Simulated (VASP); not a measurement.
# SnTe in VASP: notebook, part 2 of 2

VASP 6.6.1. The steps go on from the part before.

## 5. Single point, PBE (equal xy, yz and zx shear strains of +1 %)

Input file INCAR:

```
SYSTEM = SnTe
PREC = Accurate
ENCUT = 520
EDIFF = 1E-6
ISMEAR = -1
SIGMA = 0.08
LREAL = .FALSE.
LASPH = .TRUE.
NELM = 80
ALGO = Normal
ISIF = 2
LWAVE = .FALSE.
LCHARG = .FALSE.
GGA = PE
NBANDS = 17
```

Input file KPOINTS:

```
Automatic mesh
0
G
  11 11 11
  0 0 0
```

Input file POSCAR:

```
SnTe
1.0
    0.0315650000      3.1722825000      3.1722825000
    3.1722825000      0.0315650000      3.1722825000
    3.1722825000      3.1722825000      0.0315650000
Sn Te
1 1
Direct
    0.0000000000      0.0000000000      0.0000000000
    0.5000000000      0.5000000000      0.5000000000
```

Potentials or basis: VASP PAW PBE potentials, release 64 (Sn_d, Te).

Command:

```console
> cat potpaw_PBE.64/Sn_d/POTCAR potpaw_PBE.64/Te/POTCAR > POTCAR
> mpirun -np 1 vasp_std > vasp.out
```

OUTCAR:

```text
SYSTEM = SnTe
   PREC = Accurate
   ENCUT = 520
   EDIFF = 1E-6
   ISMEAR = -1
   LREAL = .FALSE.
   LASPH = .TRUE.
   NELM = 80
   ISIF = 2
   GGA = PE

 ion  position               nearest neighbor table
   1  0.000  0.000  0.000-   2 3.16   2 3.16   2 3.16   2 3.16   2 3.16   2 3.16
   2  0.500  0.500  0.500-   1 3.16   1 3.16   1 3.16   1 3.16   1 3.16   1 3.16

  LATTYP: Found a trigonal (rhomboedric) cell.
 ALAT       =     4.4863959777
 COS(alpha) =     0.5099250056

  Lattice vectors:

 A1 = (   0.0315650000,   3.1722825000,   3.1722825000)
 A2 = (   3.1722825000,   0.0315650000,   3.1722825000)
 A3 = (   3.1722825000,   3.1722825000,   0.0315650000)

Analysis of symmetry for initial positions (statically):
=====================================================================
 Subroutine PRICEL returns:
 Original cell was already a primitive cell.

 Routine SETGRP: Setting up the symmetry group for a
 trigonal (rhombohedral) supercell.

 Subroutine GETGRP returns: Found 12 space group operations
 (whereof 12 operations were pure point group operations)
[... 158 lines left out ...]
  ext. energy  EPLUGINS =         0.00000000
  ---------------------------------------------------
  free energy    TOTEN  =        -7.54726151 eV

  energy without entropy =       -7.54550478  energy(sigma->0) =       -7.54638315

 E-fermi :   6.9084     XC(G=0):  -9.4700

 val. band max:        6.8255916352   @ k =   0.4545   0.4545   0.4545
 cond. band min:       7.1304594048   @ k =   0.4545  -0.0000  -0.0000
 fundamental gap:      0.3048677696
 Fermi energy:         6.9083934155

 k-point     1 :       0.0000    0.0000    0.0000
  band No.  band energies     occupation
      1     -15.0069      2.00000
      2     -15.0069      2.00000
      3     -15.0015      2.00000
      4     -15.0015      2.00000
      5     -15.0012      2.00000
      6      -5.8727      2.00000
[... 457 lines left out ...]
      4     -14.9981      2.00000
      5     -14.9965      2.00000
      6      -5.1820      2.00000
[... 9 lines left out ...]
     16      14.7924      0.00000
     17      14.9426      0.00000

 [... further k-points ...]
[... 5 lines left out ...]
  --------------------------------------------------------------------------------------
  -------------------------------------------------------------------------------------
  Total        0.7686184      0.7686184      0.7686184     -0.0619108     -0.0619108     -0.0619108
  in kB       19.5797188     19.5797188     19.5797188     -1.5771112     -1.5771112     -1.5771112
  external PRESSURE =      19.5797188 kB  Pullay stress =       0.0000000 kB

 VOLUME and BASIS-vectors are now :
 -----------------------------------------------------------------------------
  energy-cutoff  :      520.00
  volume of cell :       62.89
      direct lattice vectors                 reciprocal lattice vectors
     0.031565000  3.172282500  3.172282500    -0.159987407  0.158411176  0.158411176
     3.172282500  0.031565000  3.172282500     0.158411176 -0.159987407  0.158411176
     3.172282500  3.172282500  0.031565000     0.158411176  0.158411176 -0.159987407

 POSITION                                       TOTAL-FORCE (eV/Angst)
 -----------------------------------------------------------------------------------
      0.00000      0.00000      0.00000        -0.000000      0.000000     -0.000000
      3.18806      3.18806      3.18806         0.000000     -0.000000      0.000000
 -----------------------------------------------------------------------------------
    total drift:                               -0.000000      0.000000      0.000000

  FREE ENERGIE OF THE ION-ELECTRON SYSTEM (eV)
  ---------------------------------------------------
  free  energy   TOTEN  =        -7.5472615130 eV

  energy  without entropy=       -7.5455047850  energy(sigma->0) =       -7.54638315
```

stdout:

```text
POSCAR found type information on POSCAR SnTe
 POSCAR found :  2 types and       2 ions
 scaLAPACK will be used
 LDA part: xc-table for (Slater+PW92), standard interpolation
 POSCAR, INCAR and KPOINTS ok, starting setup
 FFT: planning ... GRIDC
 FFT: planning ... GRID_SOFT
 FFT: planning ... GRID
 WAVECAR not read
 entering main loop
```

Wall time 3 min (1 thread of AMD EPYC 9R45 (Zen 5), shared host); peak memory 0.28 GiB.

Results:

```yaml
Free_energy: -7.5473 eV
Pressure: 2.0 GPa
Band_gap_on_the_k_mesh: 0.30 eV, indirect (least direct gap 0.41 eV)
```

Stress tensor (GPa, compression positive):
```
 1.96 -0.16 -0.16
-0.16  1.96 -0.16
-0.16 -0.16  1.96
```

Levels at points of the mesh, in eV from the valence-band top:
| k point | band 7 | band 8 | band 9 | band 10 | band 11 | band 12 | band 13 | band 14 |
| --- | --- | --- | --- | --- | --- | --- | --- | --- |
| (0.00, 0.00, 0.00) | -4.63 | -2.16 | -2.02 | -2.02 | 3.39 | 3.39 | 3.44 | 4.71 |

Caveat: the cell differs from its parent crystal (equal xy, yz and zx shear strains of +1 %); spin-orbit coupling is left out, which moves the levels of the heavy elements. A k mesh can miss the band edges.

## 6. Single point, PBE (equal xy, yz and zx shear strains of +3 %)

Input file INCAR:

```
  PREC = Accurate
  ENCUT = 520
  EDIFF = 1E-7
  ISMEAR = -1
  SIGMA = 0.08
  LREAL = F
  LASPH = T
  NELM = 60
  ALGO = Normal
  ISIF = 2
  LWAVE = F
  LCHARG = F
  GGA = PE
  NBANDS = 17
```

Input file KPOINTS:

```
regular mesh
0
Gamma
  11 11 11
```

Input file POSCAR:

```
SnTe
1.0
    0.0946950000      3.2038475000      3.2038475000
    3.2038475000      0.0946950000      3.2038475000
    3.2038475000      3.2038475000      0.0946950000
Sn Te
1 1
Direct
    0.0000000000      0.0000000000      0.0000000000
    0.5000000000      0.5000000000      0.5000000000
```

Potentials or basis: VASP PAW PBE potentials, release 64 (Sn_d, Te).

Command:

```console
> cat potpaw_PBE.64/Sn_d/POTCAR potpaw_PBE.64/Te/POTCAR > POTCAR
> mpirun -np 1 vasp_std > vasp.out
```

It took 3.9 min on 1 thread of AMD EPYC 9R45 (Zen 5), shared host; peak memory 0.28 GiB.

The run converged. Its results:

```yaml
Free_energy: -7.5395 eV
Pressure: 2.0 GPa
```

Stress tensor (GPa, compression positive):
```
 2.00 -0.47 -0.47
-0.47  2.00 -0.47
-0.47 -0.47  2.00
```

Levels at points of the mesh, in eV from the Fermi level:
| k point | band 6 | band 7 | band 8 | band 9 | band 10 | band 11 | band 12 | band 13 | band 14 | band 15 |
| --- | --- | --- | --- | --- | --- | --- | --- | --- | --- | --- |
| (0.00, 0.00, 0.00) | -12.74 | -4.69 | -2.38 | -1.95 | -1.95 | 3.33 | 3.33 | 3.47 | 4.46 | 4.98 |

Caveat: the cell differs from its parent crystal (equal xy, yz and zx shear strains of +3 %); spin-orbit coupling is left out, which moves the levels of the heavy elements.

## 7. The runs side by side

| cell | gap on the mesh (eV) | pressure (GPa) |
| --- | --- | --- |
| a = 4.426 Å, angles 60.0°, 2 atoms | - | 3.3 |
| a = 4.501 Å, angles 60.0°, 2 atoms | - | 0.8 |
| a = 4.420 Å, angles 61.3°, 2 atoms | 0.21 | 2.0 |
| a = 4.486 Å, angles 59.3°, 2 atoms | 0.30 | 2.0 |
| a = 4.532 Å, angles 58.0°, 2 atoms | - | 2.0 |

Alike in all rows: task single point; level PBE; potentials or basis VASP PAW PBE potentials, release 64 (Sn_d, Te); no spin polarisation; k mesh 11 × 11 × 11; cutoff (eV) 520; smearing fermi-dirac 0.08 eV.

Caveats: spin-orbit coupling is left out, which moves the levels of the heavy elements.

Absolute energies hang on the potentials; compare differences alone.
